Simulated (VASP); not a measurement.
Wanted: the native input for a VASP 6.6.1 run.

- Task: relaxation of cell and atoms
- Functional: PBE
- Potentials or basis: VASP PAW PBE potentials, release 64 (As)
- Cutoff: 600 eV
- k mesh: 16 × 16 × 9
- Occupations: fermi-dirac, width 0.05 eV
- Spin: no spin polarisation
- Dipole correction: no
- Further INCAR settings: ALGO = Normal; EDIFF = 1e-06; IBRION = 2; EDIFFG = -0.005; NSW = 60; ISIF = 3

The structure of As lies in POSCAR:

```
As
1.0
    3.0031658500      0.0000000000      0.0000000000
   -1.5015829250      2.6008179178      0.0000000000
    0.0000000000      0.0000000000      4.8651286769
As
2
Direct
    0.3333333333      0.6666666667      0.2500000000
    0.6666666667      0.3333333333      0.7500000000
```

These files were run (other wordings do the same):

INCAR

```
SYSTEM = As
PREC     = Accurate       ! precision mode
ENCUT    = 600            ! plane-wave cutoff, eV
EDIFF    = 1E-6           ! SCF threshold, eV
ISMEAR   = -1             ! smearing method
SIGMA    = 0.05           ! smearing width, eV
LREAL    = .False.        ! projectors in reciprocal space
LASPH    = .True.         ! aspherical terms in the spheres
NELM     = 80             ! most SCF steps
ALGO     = Normal         ! electronic algorithm
ISIF     = 3              ! what is computed and relaxed
LWAVE    = .False.        ! write WAVECAR
LCHARG   = .False.        ! write CHGCAR
GGA      = PE             ! functional
IBRION   = 2              ! ionic algorithm
NSW      = 60             ! ionic steps
EDIFFG   = -0.005         ! ionic threshold
```

KPOINTS

```
regular mesh
0
Gamma
  16 16 9
  0 0 0
```

Potentials or basis: VASP PAW PBE potentials, release 64 (As).

Run with:

```console
$ cat potpaw_PBE.64/As/POTCAR > POTCAR
$ mpirun -np 1 vasp_std > vasp.out
```

Results of the run:

| Property | Result |
| --- | --- |
| Relaxed volume | 19.24 Å³/atom |
| Relaxed cell | a = 3.054 Å, b = 3.054 Å, c = 4.764 Å, α = 90.00°, β = 90.00°, γ = 120.00° |
| Space group after relaxing (to 0.05 Å) | P6_3/mmc (No. 194) |
| Energy gained by relaxing | 3.3 meV/atom |
| Ionic steps | 8 |
| Pressure after relaxing | 0.0 GPa |
| Band gap on the k mesh | zero (band 5 reaches 10.56 eV, above the bottom of band 6 at 3.26 eV) |

Run time: 110 s on 1 thread of Intel Xeon 6975P-C, with other jobs on the host, peak memory 0.21 GiB.
